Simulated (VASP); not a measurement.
# TiAl (P4/mmm) in VASP: notebook

The runs below take TiAl through single point, with r2SCAN.

Program: VASP 6.6.1. These are calculated values, not measurements. Logs are shortened: lines on timing, memory, paths and dates and some standing lists are left out, and cuts for length are marked.

**1. The cell of the first run**

It takes space group P4/mmm (No. 123, tetragonal). The conventional cell has a = 3.076 Å, b = 3.076 Å, c = 3.171 Å, α = 90.00°, β = 90.00°, γ = 90.00°. Ti (site symmetry 4/mmm) has 8 Al at 2.69 Å and 6 Ti at 3.08 to 3.17 Å within 3.5 Å. Within 3.5 Å of Al (site symmetry 4/mmm) lie 8 Ti at 2.69 Å and 6 Al at 3.08 to 3.17 Å.

**2. Single point, r2SCAN (strain -0.030 along x and y, +0.000 along z)**

POSCAR

```
TiAl
1.0
    3.0762052759      0.0000000000      0.0000000000
    0.0000000000      3.0762052759      0.0000000000
    0.0000000000      0.0000000000      3.1713456453
Ti Al
1 1
Direct
    0.0000000000      0.0000000000      0.0000000000
    0.5000000000      0.5000000000      0.5000000000
```

INCAR.step1

```
PREC = Accurate
ENCUT = 520
ISMEAR = 0
SIGMA = 0.15
LREAL = F
LASPH = T
NELM = 80
NBANDS = 14
GGA = PE
ALGO = Normal
EDIFF = 1E-4
LWAVE = T
LCHARG = F
```

INCAR.step2

```
PREC = Accurate
ENCUT = 520
EDIFF = 1E-6
ISMEAR = 0
SIGMA = 0.15
LREAL = F
LASPH = T
NELM = 80
ALGO = Normal
ISIF = 2
LWAVE = F
LCHARG = F
METAGGA = R2SCAN
LMIXTAU = T
NBANDS = 14
ISTART = 1
```

KPOINTS

```
regular mesh
0
Gamma
  20 20 20
```

Potentials or basis: VASP PAW PBE potentials, release 64 (Ti_sv, Al).

Command:

```
> cat potpaw_PBE.64/Ti_sv/POTCAR potpaw_PBE.64/Al/POTCAR > POTCAR
> cp INCAR.step1 INCAR
> mpirun -np 1 vasp_std > vasp.out
> cp INCAR.step2 INCAR
> mpirun -np 1 vasp_std > vasp.out
```

OUTCAR:

```text
PREC = Accurate
   ENCUT = 520
   EDIFF = 1E-6
   ISMEAR = 0
   LREAL = F
   LASPH = T
   NELM = 80
   ISIF = 2
   METAGGA = R2SCAN
   ISTART = 1

 ion  position               nearest neighbor table
   1  0.000  0.000  0.000-   2 2.69   2 2.69   2 2.69   2 2.69   2 2.69   2 2.69   2 2.69   2 2.69

   2  0.500  0.500  0.500-   1 2.69   1 2.69   1 2.69   1 2.69   1 2.69   1 2.69   1 2.69   1 2.69

  LATTYP: Found a simple tetragonal cell.
 ALAT       =     3.0762052759
 C/A-ratio  =     1.0309278351

  Lattice vectors:

 A1 = (   3.0762052759,   0.0000000000,   0.0000000000)
 A2 = (   0.0000000000,   3.0762052759,   0.0000000000)
 A3 = (   0.0000000000,   0.0000000000,   3.1713456453)

Analysis of symmetry for initial positions (statically):
=====================================================================
 Subroutine PRICEL returns:
 Original cell was already a primitive cell.

 Routine SETGRP: Setting up the symmetry group for a
 simple tetragonal supercell.

 Subroutine GETGRP returns: Found 16 space group operations
 (whereof 16 operations were pure point group operations)
 out of a pool of 16 trial point group operations.

The static configuration has the point symmetry D_4h.

Analysis of symmetry for dynamics (positions and initial velocities):
=====================================================================
 Subroutine PRICEL returns:
 Original cell was already a primitive cell.

 Routine SETGRP: Setting up the symmetry group for a
 simple tetragonal supercell.

 Subroutine GETGRP returns: Found 16 space group operations
 (whereof 16 operations were pure point group operations)
 out of a pool of 16 trial point group operations.

The dynamic configuration has the point symmetry D_4h.

 Subroutine INISYM returns: Found 16 space group operations
 (whereof 16 operations are pure point group operations),
 and found     1 'primitive' translations

----------------------------------------------------------------------------------------

                                     Primitive cell

  volume of cell :      30.0106

  direct lattice vectors                    reciprocal lattice vectors
     3.076205276  0.000000000  0.000000000     0.325075835  0.000000000  0.000000000
     0.000000000  3.076205276  0.000000000     0.000000000  0.325075835  0.000000000
     0.000000000  0.000000000  3.171345645     0.000000000  0.000000000  0.315323560

  length of vectors
     3.076205276  3.076205276  3.171345645     0.325075835  0.325075835  0.315323560

  position of ions in fractional coordinates (direct lattice)
     0.000000000  0.000000000  0.000000000
     0.500000000  0.500000000  0.500000000

  ion indices of the primitive-cell ions
   primitive index   ion index
                 1           1
                 2           2

----------------------------------------------------------------------------------------

 KPOINTS: regular mesh

Automatic generation of k-mesh.
 Grid dimensions read from file:
 generate k-points for:   20   20   20

 Generating k-lattice:

  Cartesian coordinates                     Fractional coordinates (reciprocal lattice)
     0.016253792  0.000000000  0.000000000     0.050000000  0.000000000  0.000000000
     0.000000000  0.016253792  0.000000000     0.000000000  0.050000000  0.000000000
     0.000000000  0.000000000  0.015766178     0.000000000  0.000000000  0.050000000

  Length of vectors
     0.016253792  0.016253792  0.015766178

  Shift w.r.t. Gamma in fractional coordinates (k-lattice)
     0.000000000  0.000000000  0.000000000

 Subroutine IBZKPT returns following result:
 ===========================================

 Found    726 irreducible k-points:

 Following reciprocal coordinates:
            Coordinates               Weight
  0.000000  0.000000  0.000000      1.000000
  0.050000  0.000000  0.000000      4.000000
  0.100000  0.000000  0.000000      4.000000
  0.150000  0.000000  0.000000      4.000000
  0.200000  0.000000  0.000000      4.000000
  0.250000  0.000000  0.000000      4.000000
[... 16 lines left out ...]
  0.150000  0.100000  0.000000      8.000000
  0.200000  0.100000  0.000000      8.000000
 [... further k-points ...]
   k-points           NKPTS =    726   k-points in BZ     NKDIM =    726   number of bands    NBANDS=     14
   number of dos      NEDOS =    301   number of ions     NIONS =      2
   total plane-waves  NPLWV =  13824
   dimension x,y,z NGX =    24 NGY =   24 NGZ =   24
   dimension x,y,z NGXF=    48 NGYF=   48 NGZF=   48
   ions per type =               1   1
   NGX,Y,Z   is equivalent  to a cutoff of  12.97, 12.97, 12.58 a.u.
   NGXF,Y,Z  is equivalent  to a cutoff of  25.94, 25.94, 25.16 a.u.
 SYSTEM =  unknown system
   PREC   = accura    normal or accurate (medium, high low for compatibility)
   ISTART =      1    job   : 0-new  1-cont  2-samecut
   ICHARG =      0    charge: 1-file 2-atom 10-const
   ISPIN  =      1    spin polarized calculation?
   LNONCOLLINEAR =      F non collinear calculations
   LSORBIT =      F    spin-orbit coupling
   LASPH  =      T    aspherical Exc in radial PAW
   ENCUT  =  520.0 eV  38.22 Ry    6.18 a.u.   5.72  5.72  5.90*2*pi/ulx,y,z
   NELM   =     80;   NELMIN=  2; NELMDL=  0     # of ELM steps
   EDIFF  = 0.1E-05   stopping-criterion for ELM
   LREAL  =      F    real-space projection
   EDIFFG = 0.1E-04   stopping-criterion for IOM
   NSW    =      0    number of steps for IOM
   IBRION =     -1    ionic relax: 0-MD 1-quasi-New 2-CG
   NFREE  =      0    steps in history (QN), initial steepest desc. (CG)
   ISIF   =      2    stress and relaxation
   ISYM   =      2    0-nonsym 1-usesym 2-fastsym
   POTIM  = 0.5000    time-step for ionic-motion
   TEBEG  =    0.0;   TEEND  =   0.0 temperature during run
   PSTRESS=    0.0 pullay stress
   NELECT =      15.0000    total number of electrons
   NUPDOWN=      -1.0000    fix difference up-down
   EMIN   =  10.00;   EMAX   =-10.00  energy-range for DOS
   EFERMI =   0.00;   METHOD = LEGACY
   ISMEAR =     0;   SIGMA  =   0.15  broadening in eV -4-tet -1-fermi 0-gaus
   EFERMI_NEDOS =   21; number of points for ismear=-14 and -15
   IALGO  =     38    algorithm
   IMIX   =      4    mixing-type and parameters
     AMIX     =   0.40;   BMIX     =  1.00
     AMIX_MAG =   1.60;   BMIX_MAG =  1.00
  volume/ion in A,a.u.               =      15.01       101.26
  Fermi-wavevector in a.u.,A,eV,Ry     =   1.299213  2.455157 22.966031  1.687956
  Thomas-Fermi vector in A             =   2.430492
   LORBIT       =      0    0 simple, 1 ext, 2 COOP (PROOUT), +10 PAW based schemes
   METAGGA = R2SCAN    functional components
   LHFCALC =     F    Hartree Fock is set to
   AEXX    =    0.0000 exact exchange contribution
   IVDW    =     0    specifies the selected vdW correction
   LEPSILON=     F    determine dielectric tensor
   LRPA    =     F    only Hartree local field effects (RPA)
 non-spin polarized calculation
 Gauss-broadening in eV      SIGMA  =   0.15
  energy-cutoff  :      520.00
  volume of cell :       30.01
 maximum number of plane-waves:       828
 NGX is ok and might be reduce to    24
   NGX = 11   NGY = 11   NGZ = 11

 number of electron      15.0000001 magnetization

 Free energy of the ion-electron system (eV)
  ---------------------------------------------------
  ext. energy  EPLUGINS =         0.00000000
  ---------------------------------------------------
  free energy    TOTEN  =       -20.27470946 eV

  energy without entropy =      -20.25378876  energy(sigma->0) =      -20.26424911

 E-fermi :   9.5709     XC(G=0): -12.2181

 val. band max:        9.5709271183   @ k =   0.2500   0.2000   0.4000
 cond. band min:       9.5724335172   @ k =   0.4500   0.0500   0.0500
 fundamental gap:      0.0015063988
 Fermi energy:         9.5709387440

 k-point     1 :       0.0000    0.0000    0.0000
  band No.  band energies     occupation
      1     -49.5500      2.00000
      2     -24.7374      2.00000
      3     -24.6783      2.00000
      4     -24.6783      2.00000
      5      -0.5984      2.00000
      6       7.7372      2.00000
      7       7.8119      2.00000
      8      11.7265      0.00000
      9      11.7265      0.00000
     10      11.9304      0.00000
     11      13.9434      0.00000
     12      14.8689      0.00000
     13      14.8689      0.00000
     14      19.0378      0.00000

 k-point     2 :       0.0500    0.0000    0.0000
  band No.  band energies     occupation
      1     -49.5494      2.00000
      2     -24.7368      2.00000
      3     -24.6848      2.00000
      4     -24.6778      2.00000
      5      -0.5530      2.00000
      6       7.7466      2.00000
      7       7.8091      2.00000
      8      11.6162      0.00000
      9      11.7326      0.00000
     10      11.8476      0.00000
     11      14.0832      0.00000
     12      14.6485      0.00000
     13      14.9811      0.00000
     14      18.9726      0.00000

 k-point     3 :       0.1000    0.0000    0.0000
  band No.  band energies     occupation
      1     -49.5477      2.00000
      2     -24.7352      2.00000
      3     -24.7034      2.00000
      4     -24.6762      2.00000
      5      -0.4175      2.00000
      6       7.7127      2.00000
      7       7.8495      2.00000
      8      11.3485      0.00000
      9      11.6334      0.00000
     10      11.7504      0.00000
     11      14.1377      0.00000
     12      14.4403      0.00000
     13      15.2845      0.00000
     14      18.7882      0.00000
[... 324 lines left out ...]
 k-point    23 :       0.1500    0.1000    0.0000
  band No.  band energies     occupation
      1     -49.5426      2.00000
      2     -24.7303      2.00000
      3     -24.7300      2.00000
      4     -24.6983      2.00000
      5      -0.0184      2.00000
      6       7.6596      2.00000
      7       7.9130      2.00000
      8      10.9899      0.00000
      9      10.9985      0.00000
     10      11.5530      0.00000
     11      13.8451      0.00000
     12      14.9910      0.00000
     13      15.3163      0.00000
     14      18.7768      0.00000

 k-point    24 :       0.2000    0.1000    0.0000
  band No.  band energies     occupation
      1     -49.5392      2.00000
      2     -24.7659      2.00000
      3     -24.7270      2.00000
      4     -24.6950      2.00000
      5       0.2855      2.00000
      6       7.4151      2.00000
      7       8.0499      2.00000
      8      10.6973      0.00000
      9      10.7068      0.00000
     10      11.5761      0.00000
     11      13.3752      0.00000
     12      15.4019      0.00000
     13      15.8360      0.00000
     14      18.5093      0.00000

 [... further k-points ...]
[... 5 lines left out ...]
  --------------------------------------------------------------------------------------
  -------------------------------------------------------------------------------------
  Total        1.5032331      1.5032331      1.7507859      0.0000000      0.0000000      0.0000000
  in kB       80.2532657     80.2532657     93.4693937      0.0000000      0.0000000      0.0000000
  external PRESSURE =      84.6586417 kB  Pullay stress =       0.0000000 kB

 VOLUME and BASIS-vectors are now :
 -----------------------------------------------------------------------------
  energy-cutoff  :      520.00
  volume of cell :       30.01
      direct lattice vectors                 reciprocal lattice vectors
     3.076205276  0.000000000  0.000000000     0.325075835  0.000000000  0.000000000
     0.000000000  3.076205276  0.000000000     0.000000000  0.325075835  0.000000000
     0.000000000  0.000000000  3.171345645     0.000000000  0.000000000  0.315323560

 POSITION                                       TOTAL-FORCE (eV/Angst)
 -----------------------------------------------------------------------------------
      0.00000      0.00000      0.00000         0.000000      0.000000      0.000000
      1.53810      1.53810      1.58567         0.000000      0.000000      0.000000
 -----------------------------------------------------------------------------------
    total drift:                                0.000000      0.000000      0.000000

  FREE ENERGIE OF THE ION-ELECTRON SYSTEM (eV)
  ---------------------------------------------------
  free  energy   TOTEN  =       -20.2747094574 eV

  energy  without entropy=      -20.2537887648  energy(sigma->0) =      -20.26424911
```

Run time: 6.3 min. Hardware: 1 thread of AMD EPYC 9R45 (Zen 5), shared host; peak memory 0.38 GiB.

Results:

- Free energy: -20.2747 eV
- Pressure: 8.5 GPa
- Band gap on the k mesh: zero (an odd number of electrons rules out a gap without spin polarisation)

Caveat: the cell differs from its parent crystal (strain -0.030 along x and y, +0.000 along z); the cell stands under pressure; the PAW data sets were made with another functional, which shifts forces and pressure a little.

**3. Single point, r2SCAN (strain -0.030 along x and y, +0.030 along z)**

Changes to POSCAR since step 2:

```diff
@@ -4,3 +4,3 @@
     0.0000000000      3.0762052759      0.0000000000
-    0.0000000000      0.0000000000      3.1713456453
+    0.0000000000      0.0000000000      3.2664860147
 Ti Al
```

INCAR.step1

```
SYSTEM = TiAl
  PREC = Accurate
  ENCUT = 520
  ISMEAR = 0
  SIGMA = 0.15
  LREAL = .False.
  LASPH = .True.
  NELM = 80
  NBANDS = 14
  GGA = PE
  ALGO = Normal
  EDIFF = 1E-4
  LWAVE = .True.
  LCHARG = .False.
```

INCAR.step2

```
SYSTEM = TiAl
  PREC = Accurate
  ENCUT = 520
  EDIFF = 1E-7
  ISMEAR = 0
  SIGMA = 0.15
  LREAL = .False.
  LASPH = .True.
  NELM = 80
  ALGO = Normal
  ISIF = 2
  LWAVE = .False.
  LCHARG = .True.
  METAGGA = R2SCAN
  LMIXTAU = .True.
  LELF = .True.
  LVHAR = .True.
  NBANDS = 14
  ISTART = 1
```

KPOINTS

```
regular mesh
0
Gamma
  20 20 20
  0 0 0
```

Potentials or basis: VASP PAW PBE potentials, release 64 (Ti_sv, Al).

Command:

```
> cat potpaw_PBE.64/Ti_sv/POTCAR potpaw_PBE.64/Al/POTCAR > POTCAR
> cp INCAR.step1 INCAR
> mpirun -np 1 vasp_std > vasp.out
> cp INCAR.step2 INCAR
> mpirun -np 1 vasp_std > vasp.out
```

OUTCAR:

```text
SYSTEM = TiAl
   PREC = Accurate
   ENCUT = 520
   EDIFF = 1E-7
   ISMEAR = 0
   LREAL = .False.
   LASPH = .True.
   NELM = 80
   ISIF = 2
   METAGGA = R2SCAN
   ISTART = 1

 ion  position               nearest neighbor table
   1  0.000  0.000  0.000-   2 2.72   2 2.72   2 2.72   2 2.72   2 2.72   2 2.72   2 2.72   2 2.72

   2  0.500  0.500  0.500-   1 2.72   1 2.72   1 2.72   1 2.72   1 2.72   1 2.72   1 2.72   1 2.72

  LATTYP: Found a simple tetragonal cell.
 ALAT       =     3.0762052759
 C/A-ratio  =     1.0618556701

  Lattice vectors:

 A1 = (   3.0762052759,   0.0000000000,   0.0000000000)
 A2 = (   0.0000000000,   3.0762052759,   0.0000000000)
 A3 = (   0.0000000000,   0.0000000000,   3.2664860147)

Analysis of symmetry for initial positions (statically):
=====================================================================
 Subroutine PRICEL returns:
 Original cell was already a primitive cell.

 Routine SETGRP: Setting up the symmetry group for a
 simple tetragonal supercell.

 Subroutine GETGRP returns: Found 16 space group operations
 (whereof 16 operations were pure point group operations)
 out of a pool of 16 trial point group operations.

The static configuration has the point symmetry D_4h.

[... 169 lines left out ...]
  band No.  band energies     occupation
      1     -49.9410      2.00000
      2     -25.1613      2.00000
      3     -25.0542      2.00000
      4     -25.0542      2.00000
      5      -0.7949      2.00000
      6       7.4564      2.00000
      7       7.6002      2.00000
      8      11.2745      0.00000
      9      11.2745      0.00000
     10      11.6516      0.00000
     11      12.9135      0.00000
     12      14.6803      0.00000
     13      14.6803      0.00000
     14      18.4449      0.00000
[... 377 lines left out ...]
      1     -49.9304      2.00000
      2     -25.1507      2.00000
      3     -25.1398      2.00000
      4     -25.0706      2.00000
      5       0.0849      2.00000
      6       7.2193      2.00000
      7       7.8025      2.00000
      8      10.1275      0.00000
      9      10.4939      0.00000
     10      11.1104      0.00000
     11      13.0158      0.00000
     12      14.9234      0.00000
     13      15.0932      0.00000
     14      17.9486      0.00000

 [... further k-points ...]
[... 5 lines left out ...]
  --------------------------------------------------------------------------------------
  -------------------------------------------------------------------------------------
  Total        0.6019503      0.6019503      1.3055315      0.0000000      0.0000000      0.0000000
  in kB       31.2003748     31.2003748     67.6684924      0.0000000      0.0000000      0.0000000
  external PRESSURE =      43.3564140 kB  Pullay stress =       0.0000000 kB

 VOLUME and BASIS-vectors are now :
 -----------------------------------------------------------------------------
  energy-cutoff  :      520.00
  volume of cell :       30.91
      direct lattice vectors                 reciprocal lattice vectors
     3.076205276  0.000000000  0.000000000     0.325075835  0.000000000  0.000000000
     0.000000000  3.076205276  0.000000000     0.000000000  0.325075835  0.000000000
     0.000000000  0.000000000  3.266486015     0.000000000  0.000000000  0.306139379

 POSITION                                       TOTAL-FORCE (eV/Angst)
 -----------------------------------------------------------------------------------
      0.00000      0.00000      0.00000         0.000000      0.000000      0.000000
      1.53810      1.53810      1.63324         0.000000      0.000000      0.000000
 -----------------------------------------------------------------------------------
    total drift:                                0.000000      0.000000      0.000000

  FREE ENERGIE OF THE ION-ELECTRON SYSTEM (eV)
  ---------------------------------------------------
  free  energy   TOTEN  =       -20.3202126802 eV

  energy  without entropy=      -20.2974004147  energy(sigma->0) =      -20.30880655
```

Run time: 10 min. Hardware: 1 thread of AMD EPYC 9R45 (Zen 5), shared host; peak memory 0.38 GiB.

What came out:

* Free energy: -20.3202 eV
* Pressure: 4.3 GPa
* Band gap on the k mesh: zero (an odd number of electrons rules out a gap without spin polarisation)

Stress tensor (GPa, compression positive):
```
3.12 0.00 0.00
0.00 3.12 0.00
0.00 0.00 6.77
```

Caveat: the cell differs from its parent crystal (strain -0.030 along x and y, +0.030 along z); the cell stands under pressure; the PAW data sets were made with another functional, which shifts forces and pressure a little.
